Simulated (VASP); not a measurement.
A run of VASP 6.6.1:

Contents of INCAR:

```
SYSTEM = Ta
PREC     = Accurate       ! precision mode
ENCUT    = 520            ! plane-wave cutoff, eV
EDIFF    = 1E-6           ! SCF threshold, eV
ISMEAR   = -1             ! smearing method
SIGMA    = 0.05           ! smearing width, eV
LREAL    = .FALSE.        ! projectors in reciprocal space
LASPH    = .TRUE.         ! aspherical terms in the spheres
NELM     = 150            ! most SCF steps
ALGO     = Normal         ! electronic algorithm
ISIF     = 2              ! what is computed and relaxed
LWAVE    = .FALSE.        ! write WAVECAR
LCHARG   = .TRUE.         ! write CHGCAR
MAGMOM   = 0 0 0          ! initial moments
LORBIT   = 11             ! projections on sites
LSORBIT  = .TRUE.         ! spin-orbit coupling
GGA_COMPAT= .FALSE.      
LORBMOM  = .TRUE.       
LMAXMIX  = 4              ! l up to which the mixer works
GGA      = CA             ! functional
LVHAR    = .TRUE.       
NBANDS   = 22             ! bands
```

The input KPOINTS:

```
Automatic mesh
0
G
  17 17 17
  0 0 0
```

POSCAR

```
Ta
1.0
    0.0000000000      2.0692286404      2.0692286404
    2.0692286404      0.0000000000      2.0692286404
    2.0692286404      2.0692286404      0.0000000000
Ta
1
Direct
    0.0000000000      0.0000000000      0.0000000000
```

Potentials or basis: VASP PAW LDA potentials, release 64 (Ta_pv).

Run with:

```bash
$ cat potpaw_LDA.64/Ta_pv/POTCAR > POTCAR
$ mpirun -np 1 vasp_ncl > vasp.out
```

Hardware: 1 thread of Intel(R) Xeon(R) Platinum 8375C CPU @ 2.90GHz (Ice Lake), on a shared host.

**Question.** Estimate the wall time of this run.

**Answer.** It took 2.1 min on 1 thread of Intel(R) Xeon(R) Platinum 8375C CPU @ 2.90GHz (Ice Lake) (shared host), peak memory 0.23 GiB. Counts: scf iterations 11, k points 165.
